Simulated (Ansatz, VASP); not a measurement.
# One calculation of HCBr3, two programs

```
H C Br
1.0
     6.30159    0.00000    0.00000
    -3.15080    5.45734    0.00000
     0.00000    0.00000    7.03955
H C Br
2 2 6
Direct
  0.66667 0.33333 0.23362
  0.33333 0.66667 0.73362
  0.66667 0.33333 0.07865
  0.33333 0.66667 0.57865
  0.70508 0.64604 0.99958
  0.05904 0.70508 0.49958
  0.35396 0.05904 0.99958
  0.29492 0.35396 0.49958
  0.94096 0.29492 0.99958
  0.64604 0.94096 0.49958
```

Alike in both runs: functional PBE; dispersion D3(BJ); k mesh 6 × 6 × 4; occupations gaussian, width 0.02 eV; no spin polarisation.

Ansatz relaxed the structure, and its values are those at the end. VASP's run is a single point on that final structure, the one shown.

|  | VASP | Ansatz |
| --- | --- | --- |
| version | VASP 6.6.1 | Ansatz 0.2.0 |
| potentials or method | VASP PAW PBE potentials, release 64 (H, C, Br), cutoff 520 eV | scalar-relativistic, plane waves, PAW |
| valence electrons in the cell | 52 | 52 |

|  | VASP | Ansatz | Ansatz less VASP |
| --- | --- | --- | --- |
| gap on the k mesh at the Fermi level (eV) | 3.61 | 3.61 | -0.004 |
| least direct gap on the mesh (eV) | 3.64 | 3.63 | -0.003 |
| pressure (GPa) | 0.0 | 0.0 | -0.02 |
| rms of the force components (eV/Å) | 0.009 | 0.001 | -0.0071 |
